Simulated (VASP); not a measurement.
Crystal: InO2.

```
In O
1.0
     4.27655    0.00000    0.00000
     0.00000    4.27655    0.00000
     0.00000    0.00000    5.29086
In O
2 4
Direct
  0.50000 0.50000 0.00000
  0.00000 0.00000 0.50000
  0.75000 0.25000 0.25000
  0.25000 0.75000 0.25000
  0.25000 0.25000 0.75000
  0.75000 0.75000 0.75000
```

The cell was generated, and may not be a known phase.

```yaml
Program: VASP 6.6.1
Task: relaxation of cell and atoms
Functional: PBE
Potentials_or_basis: VASP PAW PBE potentials, release 64 (In_d, O)
Cutoff: 600 eV
k_mesh: 4 × 4 × 4
Occupations: gaussian, width 0.1 eV
Spin: no spin polarisation
```

At the start: pressure 4.2 GPa; volume 16.13 Å³/atom.

Q: Where does the relaxation end?

A: Over 12 steps the energy falls by 31.5 meV/atom and the volume is 15.76 Å³/atom (-2.3 %); space group P4_2/nnm (No. 134, to 0.1 Å) before and after.

Step by step:
```
step  energy change (eV)  largest force (eV/Å)  pressure (GPa)  volume (Å³)
   1              0.0000                0.0000            4.16        96.76
   2             -0.0445                0.0000           -2.40       102.74
   3             -0.0584                0.0000           -0.41       100.71
   4             -0.0688                0.0000           -0.47       100.45
   5             -0.1026                0.0000           -0.68        99.65
   6             -0.1632                0.0000           -1.29        97.84
   7             -0.1004                0.0000           -2.79        93.54
   8             -0.1765                0.0000           -1.59        97.02
   9             -0.1871                0.0000           -0.37        95.41
  10             -0.1884                0.0000            0.20        94.69
  11             -0.1884                0.0000            0.24        94.65
  12             -0.1888                0.0000            0.18        94.53
```

Final structure:
```
In O
1.0
     4.01636    0.00000    0.00000
     0.00000    4.01636    0.00000
     0.00000    0.00000    5.86012
In O
2 4
Direct
  0.50000 0.50000 0.00000
  0.00000 0.00000 0.50000
  0.75000 0.25000 0.25000
  0.25000 0.75000 0.25000
  0.25000 0.25000 0.75000
  0.75000 0.75000 0.75000
```

Caveat: the k points lie up to 0.39 Å⁻¹ apart in the final cell, too coarse for converged energies and pressures of a metal.
